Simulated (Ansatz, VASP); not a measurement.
## One calculation of Ge, two programs

```xyz
2
Lattice="0.0000 2.8378 2.8378 2.8378 0.0000 2.8378 2.8378 2.8378 0.0000" Properties=species:S:1:pos:R:3 pbc="T T T"
Ge    0.0000    0.0000    0.0000
Ge    1.4189    1.4189    1.4189
```

Alike in both runs: functional PBEsol; k mesh 12 × 12 × 12; occupations gaussian, width 0.1 eV; no spin polarisation.

Ansatz relaxed the structure, and its values are those at the end. VASP's run is a single point on that final structure, the one shown.

```csv
,VASP,Ansatz
version,VASP 6.6.1,Ansatz 0.2.0
potentials or method,"VASP PAW PBE potentials, release 64 (Ge_d), cutoff 520 eV","scalar-relativistic, plane waves, PAW"
valence electrons in the cell,28,28
```

|  | VASP | Ansatz | Ansatz less VASP |
| --- | --- | --- | --- |
| gap on the k mesh at the Fermi level (eV) | none | none | - |
| pressure (GPa) | -0.4 | 0.0 | +0.41 |

VASP's potentials were made for PBE, not for PBEsol, and Ansatz warns of the same on its side. A gap of «none» marks a metal or a gap that the smearing closes.
